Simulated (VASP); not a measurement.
ZnSe7, 8 atoms in the cell. Symmetry: Pm-3m, No. 221, cubic system. The conventional cell has a = 5.615 Å, b = 5.615 Å, c = 5.615 Å, α = 90.00°, β = 90.00°, γ = 90.00°. Zn (site symmetry m-3m) has 6 Se at 2.81 Å within 3.7 Å. Se (site symmetry 4/mmm) has 2 Zn at 2.81 Å and 4 Se at 2.81 Å within 3.7 Å. Within 3.7 Å of Se (site symmetry m-3m) lie 6 Se at 2.81 Å. Within 3.7 Å of Se (site symmetry 4/mmm) lie 6 Se at 2.81 Å. The cell was generated, and may not be a known phase.

| Quantity | Value |
| --- | --- |
| Program | VASP 6.6.1 |
| Task | relaxation of cell and atoms |
| Functional | PBE |
| Potentials or basis | VASP PAW PBE potentials, release 64 (Zn, Se) |
| Cutoff | 600 eV |
| k mesh | 6 × 6 × 6 |
| Occupations | gaussian, width 0.1 eV |
| Spin | no spin polarisation |
| Dipole correction | no |
| Further INCAR settings | ALGO = Normal; EDIFF = 1e-07; IBRION = 2; EDIFFG = -0.01; NSW = 100; ISIF = 3 |

Potentials or basis: VASP PAW PBE potentials, release 64 (Zn, Se).

Run with:

```sh
$ cat potpaw_PBE.64/Zn/POTCAR potpaw_PBE.64/Se/POTCAR > POTCAR
$ mpirun -np 1 vasp_std > vasp.out
```

Hardware: 1 thread of Intel(R) Xeon(R) 6975P-C (Granite Rapids), with other jobs on the host.

Estimate the wall time of this run.

Run time: 3.2 min on 1 thread of Intel(R) Xeon(R) 6975P-C (Granite Rapids), with other jobs on the host, peak memory 0.4 GiB. Counts: scf iterations 41, k points 20, ion steps 3.
